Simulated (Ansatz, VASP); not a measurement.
# One calculation of Cd3AsN, two programs

```
As N Cd
1.0
     4.72339    0.00000    0.00000
     0.00000    4.72339    0.00000
     0.00000    0.00000    4.72339
As N Cd
1 1 3
Direct
  0.00000 0.00000 0.00000
  0.50000 0.50000 0.50000
  0.50000 0.50000 0.00000
  0.50000 0.00000 0.50000
  0.00000 0.50000 0.50000
```

Alike in both runs: task single point; functional PBEsol; k mesh 4 × 4 × 4; occupations gaussian, width 0.05 eV; no spin polarisation.

|  | VASP | Ansatz |
| --- | --- | --- |
| version | VASP 6.6.1 | Ansatz 0.2.0 |
| potentials or method | VASP PAW PBE potentials, release 64 (As, N, Cd), cutoff 600 eV | scalar-relativistic, plane waves, PAW |
| valence electrons in the cell | 46 | 80 |

```tsv
	VASP	Ansatz	Ansatz less VASP
gap on the k mesh at the Fermi level (eV)	none	none	-
pressure (GPa)	-8.9	-9.3	-0.37
```

VASP's potentials were made for PBE, not for PBEsol. A gap of «none» marks a metal or a gap that the smearing closes. With one functional, cell and mesh, what is left measures potentials, basis and numerics. VASP's potentials hold 46 valence electrons a cell and Ansatz's 80, so a difference there can come from the potentials and not from the codes.
